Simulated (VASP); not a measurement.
A run of VASP 6.6.1 is set up as follows.

INCAR

```
ALGO = Normal
EDIFF = 1E-6
ENCUT = 520
GGA = PE
ISIF = 2
ISMEAR = 0
LASPH = T
LCHARG = F
LREAL = F
LWAVE = F
NBANDS = 19
NELM = 100
PREC = Accurate
SIGMA = 0.1
```

File KPOINTS:

```
k-points
0
Gamma
  6 6 6
```

POSCAR

```
Hg
1.0
    2.1927454576      1.2659821802      3.5484837987
   -2.1927454576      1.2659821802      3.5484837987
    0.0000000000     -2.5319643605      3.5484837987
Hg
2
Direct
    0.2501404946      0.2501404946      0.2501404946
    0.7498595054      0.7498595054      0.7498595054
```

Potentials or basis: VASP PAW PBE potentials, release 64 (Hg).

The run is started by

```bash
$ cat potpaw_PBE.64/Hg/POTCAR > POTCAR
$ mpirun -np 1 vasp_std > vasp.out
```

Q: Estimate the largest force.

A: 0.005 eV/Å.

Q: What does it give for the band gap on the k mesh?

A: Zero (band 12 reaches 5.08 eV, above the bottom of band 13 at 0.62 eV).

Q: What does it give for the pressure?

A: 0.4 GPa.

Forces in eV/Å, atoms in the order of the input:
```
Hg   0.000  0.000 -0.005
Hg   0.000  0.000  0.005
```

Caveat: spin-orbit coupling is left out, which moves the levels of the heavy elements.
